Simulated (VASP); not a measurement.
Input of a VASP 6.6.1 run:

File INCAR:

```
  PREC = Accurate
  ENCUT = 520
  EDIFF = 1E-7
  ISMEAR = 0
  SIGMA = 0.15
  LREAL = False
  LASPH = True
  NELM = 80
  ALGO = Normal
  ISIF = 2
  LWAVE = False
  LCHARG = True
  GGA = PS
  LELF = True
  LVHAR = True
  NBANDS = 15
```

Contents of KPOINTS:

```
Automatic mesh
0
Gamma
  18 18 16
```

File POSCAR:

```
TaN
1.0
    2.8509000000      0.0000000000      0.0000000000
   -1.4254500000      2.4689518237      0.0000000000
    0.0000000000      0.0000000000      2.9784000000
Ta N
1 1
Direct
    0.3333333333      0.6666666667      0.5000000000
    0.0000000000      0.0000000000      0.0000000000
```

Potentials or basis: VASP PAW PBE potentials, release 64 (Ta_pv, N).

Run with:

```bash
$ cat potpaw_PBE.64/Ta_pv/POTCAR potpaw_PBE.64/N/POTCAR > POTCAR
$ mpirun -np 1 vasp_std > vasp.out
```

Task: Predict the band gap on the k mesh.

Result: Zero (bands 8 and 9 overlap by 0.46 eV).

Task: Predict the pressure.

Result: 5.1 GPa.

Stress tensor (GPa, compression positive):
```
 18.52   0.00   0.00
  0.00  18.52   0.00
  0.00   0.00 -21.81
```

Caveat: the cell stands under pressure; the PAW data sets were made with another functional, which shifts forces and pressure a little; spin-orbit coupling is left out, which moves the levels of the heavy elements.
